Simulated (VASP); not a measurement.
Se, 3 atoms in the cell. It takes space group P3_121 (No. 152, trigonal). The conventional cell has a = 4.292 Å, b = 4.292 Å, c = 4.870 Å, α = 90.00°, β = 90.00°, γ = 120.00°. Within 3.1 Å of Se (site symmetry 2) lie 2 Se at 2.33 Å. 

```yaml
Program: VASP 6.6.1
Task: single point
Functional: PBE
Potentials_or_basis: VASP PAW PBE potentials, release 64 (Se)
Cutoff: 500 eV
k_mesh: 5 × 5 × 4
Occupations: gaussian, width 0.01 eV
Spin: no spin polarisation
Dipole_correction: no
Further_INCAR_settings: ALGO = Normal; EDIFF = 1e-06; NBANDS = 16
```

Potentials or basis: VASP PAW PBE potentials, release 64 (Se).

Command:

```sh
$ cat potpaw_PBE.64/Se/POTCAR > POTCAR
$ mpirun -np 1 vasp_std > vasp.out
```

Hardware: 1 thread of Intel(R) Xeon(R) Platinum 8259CL CPU @ 2.50GHz (Skylake/Cascade Lake), with other jobs on the host.

Question: How long does it take, and how much memory?

Answer: It took 17 s on 1 thread of Intel(R) Xeon(R) Platinum 8259CL CPU @ 2.50GHz (Skylake/Cascade Lake), on a shared host, peak memory 0.18 GiB. Counts: scf iterations 12, k points 17.
